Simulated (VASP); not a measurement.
A run of VASP 6.6.1 is set up as follows.

The input INCAR:

```
SYSTEM = Na
ALGO = Fast
EDIFF = 1E-7
ENCUT = 520
GGA = PE
ISIF = 2
ISMEAR = 0
LASPH = .True.
LCHARG = .True.
LELF = .True.
LREAL = .False.
LVHAR = .True.
LWAVE = .False.
NBANDS = 10
NELM = 60
PREC = Accurate
SIGMA = 0.15
```

KPOINTS

```
k-points
0
Gamma
  16 16 16
  0 0 0
```

The input POSCAR:

```
Na
1.0
   -2.1810250000      2.1810250000      2.0857375000
    2.1810250000     -2.1810250000      2.0857375000
    2.1810250000      2.1810250000     -2.0857375000
Na
1
Direct
    0.0000000000      0.0000000000      0.0000000000
```

Potentials or basis: VASP PAW PBE potentials, release 64 (Na_pv).

The run is started by

```console
$ cat potpaw_PBE.64/Na_pv/POTCAR > POTCAR
$ mpirun -np 1 vasp_std > vasp.out
```

Estimate the pressure.

-0.5 GPa.

What does it give for the band gap on the k mesh?

Zero (an odd number of electrons rules out a gap without spin polarisation).

Stress tensor (GPa, compression positive):
```
-0.52  0.00  0.00
 0.00 -0.52  0.00
 0.00  0.00 -0.44
```

Caveat: the cell differs from its parent crystal (strain +0.030 along x and y, -0.015 along z).
